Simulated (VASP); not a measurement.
Here is a VASP 6.6.1 calculation.

INCAR

```
  ALGO = Normal
  EDIFF = 1E-6
  ENCUT = 500
  GGA = PS
  GGA_COMPAT = False
  ISIF = 2
  ISMEAR = 0
  LASPH = True
  LCHARG = False
  LREAL = False
  LWAVE = False
  NBANDS = 11
  NELM = 120
  PREC = Accurate
  SIGMA = 0.05
```

File KPOINTS:

```
k-points
0
Gamma
  12 12 12
```

File POSCAR:

```
BP
1.0
    0.0000000000      1.9124835686      1.9124835686
    1.9124835686      0.0000000000      1.9124835686
    1.9124835686      1.9124835686      0.0000000000
B P
1 1
Direct
    0.0000000000      0.0000000000      0.0000000000
    0.2500000000      0.2500000000      0.2500000000
```

Potentials or basis: VASP PAW PBE potentials, release 64 (B, P).

Run with:

```console
$ cat potpaw_PBE.64/B/POTCAR potpaw_PBE.64/P/POTCAR > POTCAR
$ mpirun -np 1 vasp_std > vasp.out
```

Task: Estimate the band gap on the k mesh.

Result: 0.16 eV, indirect (least direct gap 4.89 eV).

Task: Estimate the pressure.

Result: 210.4 GPa.

Caveat: the PAW data sets were made with another functional, which shifts forces and pressure a little. A k mesh can miss the band edges.
